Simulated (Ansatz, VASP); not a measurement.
# Hf: VASP beside Ansatz

File INCAR:

```
PREC     = Accurate       # precision mode
ENCUT    = 520            # plane-wave cutoff, eV
EDIFF    = 1E-6           # SCF threshold, eV
ISMEAR   = 0              # smearing method
SIGMA    = 0.15           # smearing width, eV
LREAL    = F              # projectors in reciprocal space
LASPH    = T              # aspherical terms in the spheres
NELM     = 60             # most SCF steps
ALGO     = Fast           # electronic algorithm
ISIF     = 2              # what is computed and relaxed
LWAVE    = F              # write WAVECAR
LCHARG   = F              # write CHGCAR
GGA      = PS             # functional
NBANDS   = 11             # bands
```

The input KPOINTS:

```
Automatic mesh
0
Gamma
  18 18 18
```

POSCAR

```
Hf
1.0
   -1.7779250000      1.7779250000      1.7508500000
    1.7779250000     -1.7779250000      1.7508500000
    1.7779250000      1.7779250000     -1.7508500000
Hf
1
Direct
    0.0000000000      0.0000000000      0.0000000000
```

Input for Ansatz:

```yaml
crystal:
  lattice:
    - [-1.777925, 1.777925, 1.75085]
    - [1.777925, -1.777925, 1.75085]
    - [1.777925, 1.777925, -1.75085]
  atoms:
    - { symbol: Hf, position: [0.0, 0.0, 0.0] }
basis:
  ecutwfc: 420
kpoints:
  mp_grid: { grid: [18, 18, 18] }
hamiltonian:
  xc: pbesol
scf:
  occupations: { method: gaussian, width: 0.15 }
output:
  forces: true
  stress: true
  eigenvalues: true
```

Change from the starting cell: strain -0.015 along x and y, -0.030 along z, atoms carried along.

Alike in both runs: task single point; functional PBEsol; k mesh 18 × 18 × 18; occupations gaussian, width 0.15 eV; no spin polarisation.

```csv
,VASP,Ansatz
version,VASP 6.6.1,Ansatz 0.2.0
potentials or method,"VASP PAW PBE potentials, release 64 (Hf_pv), cutoff 520 eV","scalar-relativistic, plane waves, PAW"
valence electrons in the cell,10,26
```

|  | VASP | Ansatz | Ansatz less VASP |
| --- | --- | --- | --- |
| gap on the k mesh at the Fermi level (eV) | none | none | - |
| pressure (GPa) | -4.1 | -3.9 | +0.20 |
| traceless stress, the component that is largest in VASP (GPa) | -0.44 | -0.42 | +0.016 |

VASP's potentials were made for PBE, not for PBEsol. A gap of «none» marks a metal or a gap that the smearing closes. The functional is the same, so the differences come from potentials, cutoffs and numerics. VASP's potentials hold 10 valence electrons a cell and Ansatz's 26, so a difference there can come from the potentials and not from the codes.

Neither program's run includes spin-orbit coupling.
